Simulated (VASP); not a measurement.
BeS, 2 atoms in the cell. The structure is cubic, space group F-43m (No. 216). Conventional cell: a = 4.820 Å, b = 4.820 Å, c = 4.820 Å, α = 90.00°, β = 90.00°, γ = 90.00°. Within 2.8 Å of Be (site symmetry -43m) lie 4 S at 2.09 Å. S (site symmetry -43m) has 4 Be at 2.09 Å within 2.8 Å. 

| Quantity | Value |
| --- | --- |
| Program | VASP 6.6.1 |
| Task | single point |
| Functional | r2SCAN |
| Potentials or basis | VASP PAW PBE potentials, release 64 (Be, S) |
| Cutoff | 660 eV |
| k mesh | 4 × 4 × 4 |
| Occupations | gaussian, width 0.01 eV |
| Spin | no spin polarisation |
| Dipole correction | no |
| Further INCAR settings | ALGO = Normal; EDIFF = 1e-06; NBANDS = 11 |

Potentials or basis: VASP PAW PBE potentials, release 64 (Be, S).

Launch:

```bash
$ cat potpaw_PBE.64/Be/POTCAR potpaw_PBE.64/S/POTCAR > POTCAR
$ cp INCAR.step1 INCAR
$ mpirun -np 1 vasp_std > vasp.out
$ cp INCAR.step2 INCAR
$ mpirun -np 1 vasp_std > vasp.out
```

Hardware: 1 thread of Intel Xeon 8259CL, with other jobs on the host.

Q: How long does it take, and how much memory?

A: Wall time 26 s on 1 thread of Intel Xeon 8259CL, on a shared host, peak memory 0.16 GiB. Counts: k points 8.
